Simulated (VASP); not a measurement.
# Sn2Ge (P-3m1) in VASP: single point with PBE

Aim: the single point of Sn2Ge with PBE.

All numbers are computed with VASP 6.6.1; they aren't measurements. Logs are shortened: lines on timing, memory, paths and dates and some standing lists are left out, and cuts for length are marked.

## Step 1: The cell of the first run

It takes space group P-3m1 (No. 164, trigonal). The conventional cell has a = 4.499 Å, b = 4.499 Å, c = 11.063 Å, α = 90.00°, β = 90.00°, γ = 120.00°. Sn (site symmetry 3m) has 3 Ge at 2.74 Å and 1 Sn at 2.89 Å within 3.6 Å. Sn (site symmetry 3m) has 1 Ge at 2.69 Å and 3 Sn at 2.81 Å within 3.5 Å. Ge (site symmetry 3m) has 4 Sn at 2.69 to 2.74 Å within 3.5 Å.

## Step 2: Single point, PBE

INCAR

```
ALGO     = Fast           # electronic algorithm
EDIFF    = 1E-6           # SCF threshold, eV
ENCUT    = 520            # plane-wave cutoff, eV
GGA      = PE             # functional
ISIF     = 2              # what is computed and relaxed
ISMEAR   = 0              # smearing method
LASPH    = True           # aspherical terms in the spheres
LCHARG   = True           # write CHGCAR
LELF     = True           # ELF
LREAL    = False          # projectors in reciprocal space
LVHAR    = True         
LWAVE    = False          # write WAVECAR
NBANDS   = 51             # bands
NELM     = 80             # most SCF steps
PREC     = Accurate       # precision mode
SIGMA    = 0.1            # smearing width, eV
```

KPOINTS

```
k-points
0
Gamma
  12 12 4
```

POSCAR

```
Sn2Ge
1.0
    4.4993083137      0.0000000000      0.0000000000
   -2.2496541569      3.8965152991      0.0000000000
    0.0000000000      0.0000000000     11.0631433148
Sn Ge
4 2
Direct
    0.0000000000      0.0000000000      0.3692939478
    0.3333333333      0.6666666667      0.0489848895
    0.6666666667      0.3333333333      0.9510151105
    0.0000000000      0.0000000000      0.6307060522
    0.6666666667      0.3333333333      0.7081521632
    0.3333333333      0.6666666667      0.2918478368
```

Potentials or basis: VASP PAW PBE potentials, release 64 (Sn_d, Ge_d).

On the command line:

```
$ cat potpaw_PBE.64/Sn_d/POTCAR potpaw_PBE.64/Ge_d/POTCAR > POTCAR
$ mpirun -np 1 vasp_std > vasp.out
```

OUTCAR:

```text
EDIFF = 1E-6
   ENCUT = 520
   GGA = PE
   ISIF = 2
   ISMEAR = 0
   LASPH = True
   LREAL = False
   NELM = 80
   PREC = Accurate

 ion  position               nearest neighbor table
   1  0.000  0.000  0.369-   6 2.74   6 2.74   6 2.74   4 2.89
   2  0.333  0.667  0.049-   6 2.69   3 2.81   3 2.81   3 2.81
   3  0.667  0.333  0.951-   5 2.69   2 2.81   2 2.81   2 2.81
   4  0.000  0.000  0.631-   5 2.74   5 2.74   5 2.74   1 2.89
   5  0.667  0.333  0.708-   3 2.69   4 2.74   4 2.74   4 2.74
   6  0.333  0.667  0.292-   2 2.69   1 2.74   1 2.74   1 2.74

  LATTYP: Found a hexagonal cell.
 ALAT       =     4.4993083137
 C/A-ratio  =     2.4588542379

  Lattice vectors:

 A1 = (   4.4993083137,   0.0000000000,   0.0000000000)
 A2 = (  -2.2496541569,   3.8965152991,   0.0000000000)
 A3 = (   0.0000000000,   0.0000000000,  11.0631433148)

Analysis of symmetry for initial positions (statically):
=====================================================================
 Subroutine PRICEL returns:
 Original cell was already a primitive cell.

 Routine SETGRP: Setting up the symmetry group for a
 hexagonal supercell.

 Subroutine GETGRP returns: Found 12 space group operations
 (whereof 12 operations were pure point group operations)
 out of a pool of 24 trial point group operations.

The static configuration has the point symmetry D_3d.

Analysis of symmetry for dynamics (positions and initial velocities):
=====================================================================
 Subroutine PRICEL returns:
 Original cell was already a primitive cell.

 Routine SETGRP: Setting up the symmetry group for a
 hexagonal supercell.

 Subroutine GETGRP returns: Found 12 space group operations
 (whereof 12 operations were pure point group operations)
 out of a pool of 24 trial point group operations.

The dynamic configuration has the point symmetry D_3d.

 Subroutine INISYM returns: Found 12 space group operations
 (whereof 12 operations are pure point group operations),
 and found     1 'primitive' translations

----------------------------------------------------------------------------------------

                                     Primitive cell

  volume of cell :     193.9549

  direct lattice vectors                    reciprocal lattice vectors
     4.499308314  0.000000000  0.000000000     0.222256385  0.128319784  0.000000000
    -2.249654157  3.896515299  0.000000000     0.000000000  0.256639567  0.000000000
     0.000000000  0.000000000 11.063143315     0.000000000  0.000000000  0.090390224

  length of vectors
     4.499308314  4.499308314 11.063143315     0.256639567  0.256639567  0.090390224

  position of ions in fractional coordinates (direct lattice)
     0.000000000  0.000000000  0.369293948
     0.333333333  0.666666667  0.048984889
     0.666666667  0.333333333  0.951015111
     0.000000000  0.000000000  0.630706052
     0.666666667  0.333333333  0.708152163
     0.333333333  0.666666667  0.291847837

  ion indices of the primitive-cell ions
   primitive index   ion index
                 1           1
                 2           2
                 3           3
                 4           4
                 5           5
                 6           6

----------------------------------------------------------------------------------------

 KPOINTS: k-points

Automatic generation of k-mesh.
 Grid dimensions read from file:
 generate k-points for:   12   12    4

 Generating k-lattice:

  Cartesian coordinates                     Fractional coordinates (reciprocal lattice)
     0.018521365  0.010693315  0.000000000     0.083333333 -0.000000000  0.000000000
     0.000000000  0.021386631  0.000000000     0.000000000  0.083333333  0.000000000
     0.000000000  0.000000000  0.022597556     0.000000000  0.000000000  0.250000000

  Length of vectors
     0.021386631  0.021386631  0.022597556

  Shift w.r.t. Gamma in fractional coordinates (k-lattice)
     0.000000000  0.000000000  0.000000000

 Subroutine IBZKPT returns following result:
 ===========================================

 Found     69 irreducible k-points:

 Following reciprocal coordinates:
            Coordinates               Weight
  0.000000  0.000000  0.000000      1.000000
  0.083333  0.000000  0.000000      6.000000
  0.166667  0.000000  0.000000      6.000000
  0.250000  0.000000  0.000000      6.000000
  0.333333 -0.000000  0.000000      6.000000
  0.416667  0.000000  0.000000      6.000000
[... 16 lines left out ...]
  0.166667  0.000000  0.250000      6.000000
  0.000000  0.166667  0.250000      6.000000
 [... further k-points ...]
   k-points           NKPTS =     69   k-points in BZ     NKDIM =     69   number of bands    NBANDS=     51
   number of dos      NEDOS =    301   number of ions     NIONS =      6
   total plane-waves  NPLWV = 108864
   dimension x,y,z NGX =    36 NGY =   36 NGZ =   84
   dimension x,y,z NGXF=    72 NGYF=   72 NGZF=  168
   ions per type =               4   2
   NGX,Y,Z   is equivalent  to a cutoff of  13.30, 13.30, 12.62 a.u.
   NGXF,Y,Z  is equivalent  to a cutoff of  26.60, 26.60, 25.25 a.u.
 SYSTEM =  unknown system
   PREC   = accura    normal or accurate (medium, high low for compatibility)
   ISTART =      0    job   : 0-new  1-cont  2-samecut
   ICHARG =      2    charge: 1-file 2-atom 10-const
   ISPIN  =      1    spin polarized calculation?
   LNONCOLLINEAR =      F non collinear calculations
   LSORBIT =      F    spin-orbit coupling
   LASPH  =      T    aspherical Exc in radial PAW
   ENCUT  =  520.0 eV  38.22 Ry    6.18 a.u.   8.37  8.37 20.57*2*pi/ulx,y,z
   NELM   =     80;   NELMIN=  2; NELMDL= -5     # of ELM steps
   EDIFF  = 0.1E-05   stopping-criterion for ELM
   LREAL  =      F    real-space projection
   EDIFFG = 0.1E-04   stopping-criterion for IOM
   NSW    =      0    number of steps for IOM
   IBRION =     -1    ionic relax: 0-MD 1-quasi-New 2-CG
   NFREE  =      0    steps in history (QN), initial steepest desc. (CG)
   ISIF   =      2    stress and relaxation
   ISYM   =      2    0-nonsym 1-usesym 2-fastsym
   POTIM  = 0.5000    time-step for ionic-motion
   TEBEG  =    0.0;   TEEND  =   0.0 temperature during run
   PSTRESS=    0.0 pullay stress
   NELECT =      84.0000    total number of electrons
   NUPDOWN=      -1.0000    fix difference up-down
   EMIN   =  10.00;   EMAX   =-10.00  energy-range for DOS
   EFERMI =   0.00;   METHOD = LEGACY
   ISMEAR =     0;   SIGMA  =   0.10  broadening in eV -4-tet -1-fermi 0-gaus
   EFERMI_NEDOS =   21; number of points for ismear=-14 and -15
   IALGO  =     68    algorithm
   IMIX   =      4    mixing-type and parameters
     AMIX     =   0.40;   BMIX     =  1.00
     AMIX_MAG =   1.60;   BMIX_MAG =  1.00
  volume/ion in A,a.u.               =      32.33       218.15
  Fermi-wavevector in a.u.,A,eV,Ry     =   1.238609  2.340632 20.873422  1.534153
  Thomas-Fermi vector in A             =   2.373128
   LORBIT       =      0    0 simple, 1 ext, 2 COOP (PROOUT), +10 PAW based schemes
   GGA     = PE    functional components
   LHFCALC =     F    Hartree Fock is set to
   AEXX    =    0.0000 exact exchange contribution
   IVDW    =     0    specifies the selected vdW correction
   LEPSILON=     F    determine dielectric tensor
   LRPA    =     F    only Hartree local field effects (RPA)
 non-spin polarized calculation
 RMM-DIIS sequential band-by-band and
 Gauss-broadening in eV      SIGMA  =   0.10
  energy-cutoff  :      520.00
  volume of cell :      193.95
 maximum number of plane-waves:      5268
 NGX is ok and might be reduce to    36
   NGX = 17   NGY = 17   NGZ = 41

 number of electron      84.0000030 magnetization

 Free energy of the ion-electron system (eV)
  ---------------------------------------------------
  ext. energy  EPLUGINS =         0.00000000
  ---------------------------------------------------
  free energy    TOTEN  =       -24.17219190 eV

  energy without entropy =      -24.16897265  energy(sigma->0) =      -24.17058228

 E-fermi :   4.8759     XC(G=0):  -8.8747

 val. band max:        4.8584786403   @ k =   0.0000   0.0000   0.5000
 cond. band min:       4.8881303445   @ k =   0.0833   0.0000   0.0000
 fundamental gap:      0.0296517042
 Fermi energy:         4.8759338973

 k-point     1 :       0.0000    0.0000    0.0000
  band No.  band energies     occupation
      1     -19.7755      2.00000
      2     -19.7755      2.00000
      3     -19.7739      2.00000
      4     -19.7739      2.00000
      5     -19.7739      2.00000
      6     -19.7739      2.00000
[... 43 lines left out ...]
     50       8.2037      0.00000
     51       8.2611      0.00000

 k-point     2 :       0.0833    0.0000    0.0000
  band No.  band energies     occupation
      1     -19.7756      2.00000
      2     -19.7755      2.00000
      3     -19.7739      2.00000
      4     -19.7739      2.00000
      5     -19.7739      2.00000
      6     -19.7739      2.00000
[... 43 lines left out ...]
     50       8.1681      0.00000
     51       8.6087      0.00000

 k-point     3 :       0.1667    0.0000    0.0000
  band No.  band energies     occupation
      1     -19.7758      2.00000
      2     -19.7757      2.00000
      3     -19.7740      2.00000
      4     -19.7740      2.00000
      5     -19.7738      2.00000
      6     -19.7738      2.00000
[... 43 lines left out ...]
     50       8.5125      0.00000
     51       8.6463      0.00000
[... 1027 lines left out ...]
 k-point    23 :       0.1667    0.0000    0.2500
  band No.  band energies     occupation
      1     -19.7758      2.00000
      2     -19.7757      2.00000
      3     -19.7740      2.00000
      4     -19.7740      2.00000
      5     -19.7738      2.00000
      6     -19.7738      2.00000
[... 43 lines left out ...]
     50       8.4918      0.00000
     51       8.8268      0.00000

 k-point    24 :       0.0000    0.1667    0.2500
  band No.  band energies     occupation
      1     -19.7758      2.00000
      2     -19.7757      2.00000
      3     -19.7740      2.00000
      4     -19.7740      2.00000
      5     -19.7738      2.00000
      6     -19.7738      2.00000
[... 43 lines left out ...]
     50       8.4384      0.00000
     51       8.5651      0.00000

 [... further k-points ...]

------------------------ aborting loop because EDIFF is reached ----------------------------------------

  FORCE on cell =-STRESS in cart. coord.  units (eV):
  Direction    XX          YY          ZZ          XY          YZ          ZX
  --------------------------------------------------------------------------------------
  -------------------------------------------------------------------------------------
  Total       -0.0485518     -0.0485518      0.0004207      0.0000000      0.0000000      0.0000000
  in kB       -0.4010657     -0.4010657      0.0034755      0.0000000      0.0000000      0.0000000
  external PRESSURE =      -0.2662186 kB  Pullay stress =       0.0000000 kB

 VOLUME and BASIS-vectors are now :
 -----------------------------------------------------------------------------
  energy-cutoff  :      520.00
  volume of cell :      193.95
      direct lattice vectors                 reciprocal lattice vectors
     4.499308314  0.000000000  0.000000000     0.222256385  0.128319784  0.000000000
    -2.249654157  3.896515299  0.000000000     0.000000000  0.256639567  0.000000000
     0.000000000  0.000000000 11.063143315     0.000000000  0.000000000  0.090390224

 POSITION                                       TOTAL-FORCE (eV/Angst)
 -----------------------------------------------------------------------------------
      0.00000      0.00000      4.08555        -0.000000      0.000000      0.001763
     -0.00000      2.59768      0.54193         0.000000      0.000000     -0.003343
      2.24965      1.29884     10.52122        -0.000000     -0.000000      0.003343
      0.00000      0.00000      6.97759         0.000000     -0.000000     -0.001763
      2.24965      1.29884      7.83439        -0.000000      0.000000     -0.000218
     -0.00000      2.59768      3.22875         0.000000      0.000000      0.000218
 -----------------------------------------------------------------------------------
    total drift:                               -0.000000      0.000000      0.000000

  FREE ENERGIE OF THE ION-ELECTRON SYSTEM (eV)
  ---------------------------------------------------
  free  energy   TOTEN  =       -24.1721919007 eV

  energy  without entropy=      -24.1689726540  energy(sigma->0) =      -24.17058228
```

Wall time 9.2 min (1 thread of Intel Xeon Platinum 8559C (Emerald Rapids), shared host); peak memory 0.68 GiB.

What came out:

- Free energy: -24.1722 eV
- Pressure: 0.0 GPa
- Largest force: 0.003 eV/Å
- Band gap on the k mesh: zero (bands 42 and 43 overlap by 0.31 eV)

Forces in eV/Å, atoms in the order of the input:
```
Sn   0.000  0.000  0.002
Sn   0.000  0.000 -0.003
Sn   0.000  0.000  0.003
Sn   0.000  0.000 -0.002
Ge   0.000  0.000  0.000
Ge   0.000  0.000  0.000
```

Caveat: semilocal functionals underestimate gaps, so a narrow gap can read as zero; spin-orbit coupling is left out, which moves the levels of the heavy elements.
